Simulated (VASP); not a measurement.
# Ge (Fd-3m) in VASP: notebook

Ge is run at these levels: LDA; tasks: relaxation of cell and atoms.

Program: VASP 6.6.1. These are calculated values, not measurements. Logs are shortened: lines on timing, memory, paths and dates and some standing lists are left out, and cuts for length are marked.

**1. The cell of the first run**

Symmetry: Fd-3m, No. 227, cubic system. Conventional cell: a = 5.623 Å, b = 5.623 Å, c = 5.623 Å, α = 90.00°, β = 90.00°, γ = 90.00°. Ge (site symmetry -43m) has 4 Ge at 2.43 Å within 3.2 Å.

**2. Relaxation of cell and atoms, LDA, target pressure 2 GPa, at which the enthalpy is minimised**

INCAR reads:

```
PREC     = Accurate       # precision mode
ENCUT    = 600            # plane-wave cutoff, eV
EDIFF    = 1E-6           # SCF threshold, eV
ISMEAR   = -1             # smearing method
SIGMA    = 0.1            # smearing width, eV
LREAL    = F              # projectors in reciprocal space
LASPH    = T              # aspherical terms in the spheres
NELM     = 60             # most SCF steps
ALGO     = Normal         # electronic algorithm
ISIF     = 3              # what is computed and relaxed
LWAVE    = F              # write WAVECAR
LCHARG   = F              # write CHGCAR
IBRION   = 2              # ionic algorithm
NSW      = 100            # ionic steps
EDIFFG   = -0.002         # ionic threshold
PSTRESS  = 20.0
```

KPOINTS reads:

```
regular mesh
0
Gamma
  14 14 14
```

POSCAR reads:

```
Ge
1.0
    0.0000000000      2.8113408934      2.8113408934
    2.8113408934      0.0000000000      2.8113408934
    2.8113408934      2.8113408934      0.0000000000
Ge
2
Direct
    0.5000000000      0.5000000000      0.5000000000
    0.7500000000      0.7500000000      0.7500000000
```

Potentials or basis: VASP PAW LDA potentials, release 64 (Ge_d).

Command:

```
$ cat potpaw_LDA.64/Ge_d/POTCAR > POTCAR
$ mpirun -np 1 vasp_std > vasp.out
```

OUTCAR:

```text
PREC = Accurate
   ENCUT = 600
   EDIFF = 1E-6
   ISMEAR = -1
   LREAL = F
   LASPH = T
   NELM = 60
   ISIF = 3
   IBRION = 2
   NSW = 100
   EDIFFG = -0.002
   PSTRESS = 20.0

 ion  position               nearest neighbor table
   1  0.500  0.500  0.500-   2 2.43   2 2.43   2 2.43   2 2.43
   2  0.750  0.750  0.750-   1 2.43   1 2.43   1 2.43   1 2.43

  LATTYP: Found a face centered cubic cell.
 ALAT       =     5.6226817868

  Lattice vectors:

 A1 = (   0.0000000000,   2.8113408934,   2.8113408934)
 A2 = (   2.8113408934,   0.0000000000,   2.8113408934)
 A3 = (   2.8113408934,   2.8113408934,   0.0000000000)

Analysis of symmetry for initial positions (statically):
=====================================================================
 Subroutine PRICEL returns:
 Original cell was already a primitive cell.

 Routine SETGRP: Setting up the symmetry group for a
 face centered cubic supercell.

 Subroutine GETGRP returns: Found 48 space group operations
 (whereof 24 operations were pure point group operations)
 out of a pool of 48 trial point group operations.

The static configuration has the point symmetry T_d .
 The point group associated with its full space group is O_h .

Analysis of symmetry for dynamics (positions and initial velocities):
=====================================================================
 Subroutine PRICEL returns:
 Original cell was already a primitive cell.

 Routine SETGRP: Setting up the symmetry group for a
 face centered cubic supercell.

 Subroutine GETGRP returns: Found 48 space group operations
 (whereof 24 operations were pure point group operations)
 out of a pool of 48 trial point group operations.

The dynamic configuration has the point symmetry T_d .
 The point group associated with its full space group is O_h .

 Subroutine INISYM returns: Found 48 space group operations
 (whereof 24 operations are pure point group operations),
 and found     1 'primitive' translations

----------------------------------------------------------------------------------------

                                     Primitive cell

  volume of cell :      44.4396

  direct lattice vectors                    reciprocal lattice vectors
     0.000000000  2.811340893  2.811340893    -0.177851075  0.177851075  0.177851075
     2.811340893  0.000000000  2.811340893     0.177851075 -0.177851075  0.177851075
     2.811340893  2.811340893  0.000000000     0.177851075  0.177851075 -0.177851075

  length of vectors
     3.975836420  3.975836420  3.975836420     0.308047098  0.308047098  0.308047098

  position of ions in fractional coordinates (direct lattice)
     0.500000000  0.500000000  0.500000000
     0.750000000  0.750000000  0.750000000

  ion indices of the primitive-cell ions
   primitive index   ion index
                 1           1
                 2           2

----------------------------------------------------------------------------------------

 KPOINTS: regular mesh

Automatic generation of k-mesh.
 Grid dimensions read from file:
 generate k-points for:   14   14   14

 Generating k-lattice:

  Cartesian coordinates                     Fractional coordinates (reciprocal lattice)
    -0.012703648  0.012703648  0.012703648     0.071428571  0.000000000  0.000000000
     0.012703648 -0.012703648  0.012703648     0.000000000  0.071428571  0.000000000
     0.012703648  0.012703648 -0.012703648     0.000000000  0.000000000  0.071428571

  Length of vectors
     0.022003364  0.022003364  0.022003364

  Shift w.r.t. Gamma in fractional coordinates (k-lattice)
     0.000000000  0.000000000  0.000000000

 Subroutine IBZKPT returns following result:
 ===========================================

 Found    104 irreducible k-points:

 Following reciprocal coordinates:
            Coordinates               Weight
  0.000000  0.000000  0.000000      1.000000
  0.071429  0.000000  0.000000      8.000000
  0.142857  0.000000  0.000000      8.000000
  0.214286  0.000000  0.000000      8.000000
  0.285714  0.000000  0.000000      8.000000
[... 35 lines left out ...]
   NUPDOWN=      -1.0000    fix difference up-down
   EMIN   =  10.00;   EMAX   =-10.00  energy-range for DOS
   EFERMI =   0.00;   METHOD = LEGACY
   ISMEAR =    -1;   SIGMA  =   0.10  broadening in eV -4-tet -1-fermi 0-gaus
   EFERMI_NEDOS =   21; number of points for ismear=-14 and -15
   IALGO  =     38    algorithm
   IMIX   =      4    mixing-type and parameters
     AMIX     =   0.40;   BMIX     =  1.00
     AMIX_MAG =   1.60;   BMIX_MAG =  1.00
  volume/ion in A,a.u.               =      22.22       149.95
  Fermi-wavevector in a.u.,A,eV,Ry     =   1.403473  2.652179 26.799884  1.969736
  Thomas-Fermi vector in A             =   2.526131
   LORBIT       =      0    0 simple, 1 ext, 2 COOP (PROOUT), +10 PAW based schemes
   GGA     = CA    functional components
   LHFCALC =     F    Hartree Fock is set to
   AEXX    =    0.0000 exact exchange contribution
   IVDW    =     0    specifies the selected vdW correction
   LEPSILON=     F    determine dielectric tensor
   LRPA    =     F    only Hartree local field effects (RPA)
 conjugate gradient relaxation of ions
 non-spin polarized calculation
  energy-cutoff  :      600.00
  volume of cell :       44.44
 maximum number of plane-waves:      1524
   NGX = 15   NGY = 15   NGZ = 15

--------------------------------------- Ionic step        1  -------------------------------------------

 number of electron      27.9999994 magnetization

 Free energy of the ion-electron system (eV)
  ---------------------------------------------------
  ext. energy  EPLUGINS =         0.00000000
  ---------------------------------------------------
  free energy    TOTEN  =       -10.39284127 eV

  energy without entropy =      -10.39057738  energy(sigma->0) =      -10.39170933

------------------------ aborting loop because EDIFF is reached ----------------------------------------

  FORCE on cell =-STRESS in cart. coord.  units (eV):
  Direction    XX          YY          ZZ          XY          YZ          ZX
  --------------------------------------------------------------------------------------
  -------------------------------------------------------------------------------------
  Total        0.0554508      0.0554508      0.0554508      0.0000000      0.0000000     -0.0000000
  in kB        1.9991622      1.9991622      1.9991622      0.0000000      0.0000000     -0.0000000
  external PRESSURE =     -18.0008378 kB  Pullay stress =      20.0000000 kB
[... 251 lines left out ...]
  enthalpy is  TOTEN    =        -9.8442786915 eV   P V=        0.5424832937

--------------------------------------- Ionic step        8  -------------------------------------------

 number of electron      27.9999978 magnetization

 Free energy of the ion-electron system (eV)
  ---------------------------------------------------
  ext. energy  EPLUGINS =         0.00000000
  ---------------------------------------------------
  free energy    TOTEN  =       -10.38629523 eV

  energy without entropy =      -10.38434160  energy(sigma->0) =      -10.38531842

 E-fermi :   5.2360     XC(G=0): -10.4880

 val. band max:        5.1405027442   @ k =   0.0000   0.0000   0.0000
 cond. band min:       5.3386653527   @ k =   0.5000   0.0000   0.0000
 fundamental gap:      0.1981626085
 Fermi energy:         5.2360447807

 k-point     1 :       0.0000    0.0000    0.0000
  band No.  band energies     occupation
      1     -19.8631      2.00000
      2     -19.8631      2.00000
      3     -19.8631      2.00000
      4     -19.8230      2.00000
      5     -19.8230      2.00000
      6     -19.5885      2.00000
[... 10 lines left out ...]
     17       7.6858      0.00000
     18       7.6858      0.00000
[... 466 lines left out ...]
      2     -19.8813      2.00000
      3     -19.8571      2.00000
      4     -19.7911      2.00000
      5     -19.7646      2.00000
      6     -19.6598      2.00000
[... 10 lines left out ...]
     17      10.0811      0.00000
     18      10.1261      0.00000

 [... further k-points ...]
[... 5 lines left out ...]
  --------------------------------------------------------------------------------------
  -------------------------------------------------------------------------------------
  Total        0.5439884      0.5439884      0.5439884     -0.0000000      0.0000000     -0.0000000
  in kB       20.0737492     20.0737492     20.0737492     -0.0000000      0.0000000     -0.0000000
  external PRESSURE =       0.0737492 kB  Pullay stress =      20.0000000 kB
[... 17 lines left out ...]
  FREE ENERGIE OF THE ION-ELECTRON SYSTEM (eV)
  ---------------------------------------------------
  free  energy   TOTEN  =       -10.3862952284 eV

  energy  without entropy=      -10.3843416028  energy(sigma->0) =      -10.38531842

  enthalpy is  TOTEN    =        -9.8443054307 eV   P V=        0.5419897978

 reached required accuracy - stopping structural energy minimisation
```

Wall time 4.6 min (1 thread of Intel Xeon 8259CL, shared host); peak memory 0.22 GiB.

What came out:

```
Free energy                                                : -10.3863 eV
Relaxed volume                                             : 21.71 Å³/atom
Relaxed cell                                               : a = 3.945 Å, b = 3.945 Å, c = 3.945 Å, α = 60.00°, β = 60.00°, γ = 60.00°
Space group after relaxing (to 0.1 Å)                      : Fd-3m (No. 227)
Energy change on relaxing (the run minimises the enthalpy) : +3.3 meV/atom
Ionic steps                                                : 8
Pressure after relaxing                                    : 2.0 GPa
Band gap on the k mesh                                     : 0.20 eV (least direct gap 0.24 eV)
```

The path:
```
step  energy change (eV)  largest force (eV/Å)  pressure (GPa)  volume (Å³)
   1              0.0000                0.0000            0.20        44.44
   2              0.0152                0.0000            2.83        42.85
   3              0.0071                0.0000            2.08        43.37
   4              0.0065                0.0000            1.83        43.42
   5              0.0068                0.0000            2.02        43.39
   6              0.0067                0.0000            2.05        43.41
   7              0.0061                0.0000            1.75        43.46
   8              0.0065                0.0000            2.01        43.42
```

Final structure:
```
CELL_PARAMETERS angstrom
0.00000 2.78963 2.78963
2.78963 0.00000 2.78963
2.78963 2.78963 0.00000
ATOMIC_POSITIONS crystal
Ge 0.50000 0.50000 0.50000
Ge 0.75000 0.75000 0.75000
```

Levels at points of the mesh, in eV from the valence-band top:
```
           k point  band 10  band 11  band 12  band 13  band 14  band 15  band 16  band 17  band 18
(0.00, 0.00, 0.00)   -24.71   -13.13     0.00     0.00     0.00     0.24     2.55     2.55     2.55
(0.50, 0.00, 0.00)   -24.68   -10.94    -7.84    -1.47    -1.47     0.20     3.74     3.74     6.99
(0.50, 0.50, 0.00)   -24.67    -9.09    -9.09    -3.22    -3.22     0.61     0.61     9.76     9.76
```

Caveat: the cell is relaxed towards a set pressure, so the run minimises the enthalpy, not the energy.

**3. Relaxation of cell and atoms, LDA, target pressure 4 GPa, at which the enthalpy is minimised**

INCAR reads:

```
PREC = Accurate
ENCUT = 600
EDIFF = 1E-6
ISMEAR = -1
SIGMA = 0.1
LREAL = F
LASPH = T
NELM = 80
ALGO = Normal
ISIF = 3
LWAVE = F
LCHARG = F
GGA = CA
IBRION = 2
NSW = 100
EDIFFG = -0.002
PSTRESS = 40.0
```

KPOINTS is that of step 2.

POSCAR is that of step 2.

Potentials or basis: VASP PAW LDA potentials, release 64 (Ge_d).

Command:

```
$ cat potpaw_LDA.64/Ge_d/POTCAR > POTCAR
$ mpirun -np 1 vasp_std > vasp.out
```

Wall time 6.5 min (1 thread of Intel Xeon 8259CL, shared host); peak memory 0.22 GiB.

The run converged. Its results:

- Free energy: -10.3674 eV
- Relaxed volume: 21.19 Å³/atom
- Relaxed cell: a = 3.914 Å, b = 3.914 Å, c = 3.914 Å, α = 60.00°, β = 60.00°, γ = 60.00°
- Space group after relaxing (to 0.1 Å): Fd-3m (No. 227)
- Energy change on relaxing (the run minimises the enthalpy): +12.7 meV/atom
- Ionic steps: 22
- Pressure after relaxing: 4.0 GPa
- Band gap on the k mesh: 0.28 eV (least direct gap 0.47 eV)

The path:
```
step  energy change (eV)  largest force (eV/Å)  pressure (GPa)  volume (Å³)
   1              0.0000                0.0000            0.20        44.44
   2              0.0673                0.0000            6.57        41.14
   3              0.0254                0.0000            4.07        42.39
   4              0.0244                0.0000            3.79        42.43
   5              0.0246                0.0000            3.91        42.42
   6              0.0248                0.0000            3.96        42.41
   7              0.0251                0.0000            3.83        42.40
   8              0.0251                0.0000            3.93        42.40
   9              0.0251                0.0000            3.94        42.40
  10              0.0251                0.0000            3.93        42.40
  11              0.0252                0.0000            3.91        42.39
  12              0.0253                0.0000            4.14        42.39
  13              0.0252                0.0000            3.84        42.39
  14              0.0253                0.0000            3.89        42.39
  15              0.0253                0.0000            3.97        42.39
  16              0.0253                0.0000            3.96        42.39
  17              0.0253                0.0000            3.96        42.39
  18              0.0253                0.0000            3.96        42.39
  19              0.0253                0.0000            3.95        42.39
  20              0.0253                0.0000            3.95        42.39
  21              0.0254                0.0000            3.93        42.39
  22              0.0254                0.0000            3.99        42.39
```

Final structure:
```xyz
2
Lattice="0.0000 2.7673 2.7673 2.7673 0.0000 2.7673 2.7673 2.7673 0.0000" Properties=species:S:1:pos:R:3 pbc="T T T"
Ge    2.7673    2.7673    2.7673
Ge    4.1510    4.1510    4.1510
```

Levels at points of the mesh, in eV from the valence-band top:
```
           k point  band 12  band 13  band 14  band 15  band 16  band 17
(0.00, 0.00, 0.00)     0.00     0.00     0.00     0.47     2.55     2.55
(0.50, 0.00, 0.00)    -7.96    -1.51    -1.51     0.28     3.75     3.75
(0.50, 0.50, 0.00)    -9.18    -3.31    -3.31     0.58     0.58     9.97
```

Caveat: the cell is relaxed towards a set pressure, so the run minimises the enthalpy, not the energy. Zero-point motion and thermal expansion aren't in these numbers.

**4. Relaxation of cell and atoms, LDA, target pressure 7 GPa, at which the enthalpy is minimised**

INCAR reads:

```
ALGO = Normal ; EDIFF = 1E-6
EDIFFG = -0.002 ; ENCUT = 600
IBRION = 2 ; ISIF = 3
ISMEAR = -1 ; LASPH = True
LCHARG = False ; LREAL = False
LWAVE = False ; NELM = 60
NSW = 100 ; PREC = Accurate
PSTRESS = 70.0 ; SIGMA = 0.1
```

KPOINTS reads:

```
k-points
0
Gamma
  14 14 14
```

POSCAR is that of step 3.

Command:

```
$ cat potpaw_LDA.64/Ge_d/POTCAR > POTCAR
$ mpirun -np 1 vasp_std > vasp.out
```

It took 3.8 min on 1 thread of Intel Xeon 8259CL, shared host; peak memory 0.22 GiB.

It converged, with:

- Free energy: -10.3234 eV
- Relaxed volume: 20.54 Å³/atom
- Relaxed cell: a = 3.873 Å, b = 3.873 Å, c = 3.873 Å, α = 60.00°, β = 60.00°, γ = 60.00°
- Space group after relaxing (to 0.1 Å): Fd-3m (No. 227)
- Energy change on relaxing (the run minimises the enthalpy): +34.7 meV/atom
- Ionic steps: 6
- Pressure after relaxing: 7.0 GPa
- Band gap on the k mesh: 0.35 eV (least direct gap 0.77 eV)

Step by step:
| step | energy change (eV) | largest force (eV/Å) | pressure (GPa) | volume (Å³) |
| --- | --- | --- | --- | --- |
| 1 | 0.0000 | 0.0000 | 0.20 | 44.44 |
| 2 | 0.2280 | 0.0000 | 14.21 | 38.65 |
| 3 | 0.0689 | 0.0000 | 6.88 | 41.10 |
| 4 | 0.0717 | 0.0000 | 7.26 | 41.03 |
| 5 | 0.0641 | 0.0000 | 6.64 | 41.21 |
| 6 | 0.0695 | 0.0000 | 6.99 | 41.09 |

Final structure:
```
Ge
1.0
     0.00000    2.73875    2.73875
     2.73875    0.00000    2.73875
     2.73875    2.73875    0.00000
Ge
2
Direct
  0.50000 0.50000 0.50000
  0.75000 0.75000 0.75000
```

Levels at points of the mesh, in eV from the valence-band top:
| k point | band 11 | band 12 | band 13 | band 14 | band 15 | band 16 | band 17 | band 18 |
| --- | --- | --- | --- | --- | --- | --- | --- | --- |
| (0.00, 0.00, 0.00) | -13.58 | 0.00 | 0.00 | 0.00 | 0.77 | 2.56 | 2.56 | 2.56 |
| (0.50, 0.00, 0.00) | -11.24 | -8.13 | -1.56 | -1.56 | 0.38 | 3.76 | 3.76 | 7.01 |
| (0.50, 0.50, 0.00) | -9.32 | -9.32 | -3.43 | -3.43 | 0.53 | 0.53 | 10.24 | 10.24 |

Caveat: the cell is relaxed towards a set pressure, so the run minimises the enthalpy, not the energy. Zero-point motion and thermal expansion aren't in these numbers.

**5. Relaxation of cell and atoms, LDA, target pressure 10 GPa, at which the enthalpy is minimised**

INCAR reads:

```
  PREC = Accurate
  ENCUT = 600
  EDIFF = 1E-6
  ISMEAR = -1
  SIGMA = 0.1
  LREAL = False
  LASPH = True
  NELM = 100
  ALGO = Normal
  ISIF = 3
  LWAVE = False
  LCHARG = False
  GGA = CA
  IBRION = 2
  NSW = 100
  EDIFFG = -0.002
  PSTRESS = 100.0
```

KPOINTS reads:

```
Automatic mesh
0
Gamma
  14 14 14
```

POSCAR is that of step 4.

Command:

```
$ cat potpaw_LDA.64/Ge_d/POTCAR > POTCAR
$ mpirun -np 1 vasp_std > vasp.out
```

Run time: 4.2 min. Hardware: 1 thread of Intel Xeon 8259CL, shared host; peak memory 0.22 GiB.

It converged, with:

- Free energy: -10.2659 eV
- Relaxed volume: 20.00 Å³/atom
- Relaxed cell: a = 3.839 Å, b = 3.839 Å, c = 3.839 Å, α = 60.00°, β = 60.00°, γ = 60.00°
- Space group after relaxing (to 0.1 Å): Fd-3m (No. 227)
- Energy change on relaxing (the run minimises the enthalpy): +63.5 meV/atom
- Ionic steps: 7
- Pressure after relaxing: 10.0 GPa
- Band gap on the k mesh: 0.30 eV (least direct gap 1.04 eV)

Step by step:
| step | energy change (eV) | largest force (eV/Å) | pressure (GPa) | volume (Å³) |
| --- | --- | --- | --- | --- |
| 1 | 0.0000 | 0.0000 | 0.20 | 44.44 |
| 2 | 0.5087 | 0.0000 | 23.75 | 36.26 |
| 3 | 0.1232 | 0.0000 | 9.86 | 40.05 |
| 4 | 0.1285 | 0.0000 | 10.23 | 39.97 |
| 5 | 0.1191 | 0.0000 | 9.55 | 40.12 |
| 6 | 0.1265 | 0.0000 | 9.94 | 40.00 |
| 7 | 0.1269 | 0.0000 | 10.00 | 39.99 |

Final structure:
```cif
data_structure
_symmetry_space_group_name_H-M 'P 1'
_symmetry_Int_Tables_number 1
_cell_length_a 3.8385
_cell_length_b 3.8385
_cell_length_c 3.8385
_cell_angle_alpha 60.000
_cell_angle_beta 60.000
_cell_angle_gamma 60.000
_cell_volume 39.99
loop_
_atom_site_label
_atom_site_type_symbol
_atom_site_fract_x
_atom_site_fract_y
_atom_site_fract_z
_atom_site_occupancy
Ge1 Ge 0.50000 0.50000 0.50000 1
Ge2 Ge 0.75000 0.75000 0.75000 1
```

Levels at points of the mesh, in eV from the valence-band top:
```csv
k point,band 12,band 13,band 14,band 15,band 16,band 17
"(0.00, 0.00, 0.00)",0.00,0.00,0.00,1.04,2.57,2.57
"(0.50, 0.00, 0.00)",-8.28,-1.61,-1.61,0.48,3.77,3.77
"(0.50, 0.50, 0.00)",-9.44,-3.54,-3.54,0.49,0.49,10.47
```

Caveat: the cell is relaxed towards a set pressure, so the run minimises the enthalpy, not the energy.

**6. Summary**

```csv
cell,gap on the mesh (eV),pressure (GPa)
relaxed to 2 GPa,0.20,2.0
relaxed to 4 GPa,0.28,4.0
relaxed to 7 GPa,0.35,7.0
relaxed to 10 GPa,0.30,10.0
```

Alike in all rows: task relaxation of cell and atoms; level LDA; potentials or basis VASP PAW LDA potentials, release 64 (Ge_d); no spin polarisation; k mesh 14 × 14 × 14; cutoff (eV) 600; smearing fermi-dirac 0.1 eV.

Caveats: the cell is relaxed towards a set pressure, so the run minimises the enthalpy, not the energy.

Total energies depend on the potentials used, so only differences within one code and one set of settings carry meaning.
